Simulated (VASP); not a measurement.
Wanted: the native input for a VASP 6.6.1 run.

```
Task                   : relaxation of cell and atoms
Functional             : RPBE
Potentials or basis    : VASP PAW PBE potentials, release 64 (Ni, Al)
Cutoff                 : 600 eV
k mesh                 : 9 × 9 × 9
Occupations            : fermi-dirac, width 0.05 eV
Spin                   : collinear spin, ferromagnetic start
Starting moments       : [1.0, 0.0] μB
Dipole correction      : no
Further INCAR settings : ALGO = Normal; EDIFF = 1e-07; IBRION = 2; EDIFFG = -0.01; NSW = 60; ISIF = 3
```

The structure of AlNi lies in POSCAR:

```
AlNi
1.0
    2.8810000000      0.0000000000      0.0000000000
    0.0000000000      2.8810000000      0.0000000000
    0.0000000000      0.0000000000      2.8810000000
Ni Al
1 1
Direct
    0.5000000000      0.5000000000      0.5000000000
    0.0000000000      0.0000000000      0.0000000000
```

The input as run:

INCAR

```
SYSTEM = AlNi
PREC     = Accurate       ! precision mode
ENCUT    = 600            ! plane-wave cutoff, eV
EDIFF    = 1E-7           ! SCF threshold, eV
ISMEAR   = -1             ! smearing method
SIGMA    = 0.05           ! smearing width, eV
LREAL    = .FALSE.        ! projectors in reciprocal space
LASPH    = .TRUE.         ! aspherical terms in the spheres
NELM     = 150            ! most SCF steps
ALGO     = Normal         ! electronic algorithm
ISIF     = 3              ! what is computed and relaxed
LWAVE    = .FALSE.        ! write WAVECAR
LCHARG   = .FALSE.        ! write CHGCAR
ISPIN    = 2              ! spin polarisation
MAGMOM   = 1 0            ! initial moments
LORBIT   = 11             ! projections on sites
LMAXMIX  = 4              ! l up to which the mixer works
GGA      = RP             ! functional
IBRION   = 2              ! ionic algorithm
NSW      = 60             ! ionic steps
EDIFFG   = -0.01          ! ionic threshold
```

KPOINTS

```
Automatic mesh
0
G
  9 9 9
  0 0 0
```

Potentials or basis: VASP PAW PBE potentials, release 64 (Ni, Al).

Command:

```bash
$ cat potpaw_PBE.64/Ni/POTCAR potpaw_PBE.64/Al/POTCAR > POTCAR
$ mpirun -np 1 vasp_std > vasp.out
```

It gave:

```json
{
 "Relaxed volume": "12.39 Å³/atom",
 "Relaxed cell": "a = 2.915 Å, b = 2.915 Å, c = 2.915 Å, α = 90.00°, β = 90.00°, γ = 90.00°",
 "Space group after relaxing (to 0.1 Å)": "Pm-3m (No. 221)",
 "Energy gained by relaxing": "7.4 meV/atom",
 "Ionic steps": "3",
 "Pressure after relaxing": "0.0 GPa",
 "Net moment": "0.00 μB per cell",
 "Valence electrons inside the program's atomic spheres": "Ni 9.39; Al 0.78"
}
```

Caveat: the PAW data sets were made with another functional, which shifts forces and pressure a little.

Wall time 63 s on 1 thread of Intel Xeon 8259CL, on a shared host, peak memory 0.16 GiB.
